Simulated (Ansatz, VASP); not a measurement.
One calculation of ZrF, two programs

```
Zr F
1.0
     3.39462    0.00000    0.00000
     0.00000    3.39462    0.00000
     0.00000    0.00000    5.39959
Zr F
2 2
Direct
  0.00000 0.50000 0.19893
  0.50000 0.00000 0.80107
  0.00000 0.00000 0.50000
  0.50000 0.50000 0.50000
```

Alike in both runs: functional PBE; k mesh 14 × 14 × 10; occupations gaussian, width 0.1 eV; no spin polarisation.

Ansatz relaxed the structure, and its values are those at the end. VASP's run is a single point on that final structure, the one shown.

|  | VASP | Ansatz |
| --- | --- | --- |
| version | VASP 6.6.1 | Ansatz 0.2.0 |
| potentials or method | VASP PAW PBE potentials, release 64 (Zr_sv, F), cutoff 520 eV | scalar-relativistic, plane waves, PAW |
| valence electrons in the cell | 38 | 38 |

```csv
,VASP,Ansatz,Ansatz less VASP
gap on the k mesh at the Fermi level (eV),none,none,-
pressure (GPa),0.0,0.0,-0.01
rms of the force components (eV/Å),0.014,0.001,-0.0132
```

A gap of «none» marks a metal or a gap that the smearing closes.
